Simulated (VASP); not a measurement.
Ge, 2 atoms in the cell. The typed cell holds 2 atoms: a = 3.884 Å, b = 3.884 Å, c = 3.884 Å, α = 97.40°, β = 97.46°, γ = 137.85°. 

| Property | Result |
| --- | --- |
| Program | VASP 6.6.1 |
| Task | single point |
| Functional | PBEsol |
| Potentials or basis | VASP PAW PBE potentials, release 64 (Ge_d) |
| Cutoff | 520 eV |
| k mesh | 24 × 24 × 24 |
| Occupations | gaussian, width 0.15 eV |
| Spin | no spin polarisation |
| Dipole correction | no |
| Further INCAR settings | ALGO = Normal; EDIFF = 1e-07; NBANDS = 21 |

Potentials or basis: VASP PAW PBE potentials, release 64 (Ge_d).

Run with:

```sh
$ cat potpaw_PBE.64/Ge_d/POTCAR > POTCAR
$ mpirun -np 1 vasp_std > vasp.out
```

Hardware: 1 thread of Intel(R) Xeon(R) Platinum 8488C (Sapphire Rapids), with other jobs on the host.

Q: How long does it take, and how much memory?

A: Wall time 23 min on 1 thread of Intel(R) Xeon(R) Platinum 8488C (Sapphire Rapids) (shared host), peak memory 1.1 GiB. Counts: scf iterations 12, k points 1963.
